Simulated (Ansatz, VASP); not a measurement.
Two plane-wave programs on SnS2

Contents of INCAR:

```
SYSTEM = SnS2
ALGO = Normal ; EDIFF = 1E-6
ENCUT = 500 ; GGA = PS
GGA_COMPAT = .FALSE. ; ISIF = 2
ISMEAR = 0 ; LASPH = .TRUE.
LCHARG = .FALSE. ; LREAL = .FALSE.
LWAVE = .FALSE. ; NBANDS = 20
NELM = 120 ; PREC = Accurate
SIGMA = 0.01
```

Contents of KPOINTS:

```
k-points
0
G
  5 5 3
  0 0 0
```

The input POSCAR:

```
SnS2
1.0
    3.6390000000      0.0000000000      0.0000000000
   -1.8195000000      3.1514664444      0.0000000000
    0.0000000000      0.0000000000      5.8680000000
Sn S
1 2
Direct
    0.0000000000      0.0000000000      0.0000000000
    0.3333333333      0.6666666667      0.2500000000
    0.6666666667      0.3333333333      0.7500000000
```

Input for Ansatz:

```yaml
crystal:
  lattice:
    a: 3.639
    b: 3.639
    c: 5.868
    alpha: 90.0
    beta: 90.0
    gamma: 120.0
  space_group: 164
  atoms:
    - { symbol: Sn, position: [0.0, 0.0, 0.0] }
    - { symbol: S, position: [0.3333333333333333, 0.6666666666666666, 0.25] }
kpoints:
  mp_grid:
    grid: [5, 5, 3]
    shift: [0.0, 0.0, 0.0]
hamiltonian:
  xc: pbesol
scf:
  lower_state_search: light
  occupations:
    method: fixed
output:
  eigenvalues: true
```

Alike in both runs: task single point; functional PBEsol; k mesh 5 × 5 × 3; no spin polarisation.

|  | VASP | Ansatz |
| --- | --- | --- |
| version | VASP 6.6.1 | Ansatz 0.2.0 |
| potentials or method | VASP PAW PBE potentials, release 64 (Sn_d, S) | plane waves, PAW |
| plane-wave cutoff (eV) | 500 | 420 |
| occupations | gaussian, width 0.01 eV | fixed |
| valence electrons in the cell | 26 | 26 |

Ansatz gave:

* gap on the k mesh at the Fermi level (eV): 1.37

Estimate VASP's values.

gap on the k mesh at the Fermi level (eV): 1.38.

VASP's potentials were made for PBE, not for PBEsol.
